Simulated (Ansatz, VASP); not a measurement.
**Two plane-wave programs on BeTe**

```xyz
2
Lattice="0.0000 2.7909 2.7909 2.7909 0.0000 2.7909 2.7909 2.7909 0.0000" Properties=species:S:1:pos:R:3 pbc="T T T"
Be    0.0000    0.0000    0.0000
Te    1.3954    1.3954    1.3954
```

Alike in both runs: functional PBE; dispersion D3(BJ); k mesh 8 × 8 × 8; occupations gaussian, width 0.02 eV; no spin polarisation.

Ansatz relaxed the structure, and its values are those at the end. VASP's run is a single point on that final structure, the one shown.

|  | VASP | Ansatz |
| --- | --- | --- |
| version | VASP 6.6.1 | Ansatz 0.2.0 |
| potentials or method | VASP PAW PBE potentials, release 64 (Be, Te), cutoff 600 eV | scalar-relativistic, plane waves, PAW |
| valence electrons in the cell | 8 | 18 |

Ansatz gave:

- gap on the k mesh at the Fermi level (eV): 1.92
- least direct gap on the mesh (eV): 3.61
- pressure (GPa): 0.0

Question: Which values does VASP return?

Answer: gap on the k mesh at the Fermi level (eV): 1.91; least direct gap on the mesh (eV): 3.59; pressure (GPa): 0.1.

VASP's potentials hold 8 valence electrons a cell and Ansatz's 18, so a difference there can come from the potentials and not from the codes.

Neither program's run includes spin-orbit coupling.
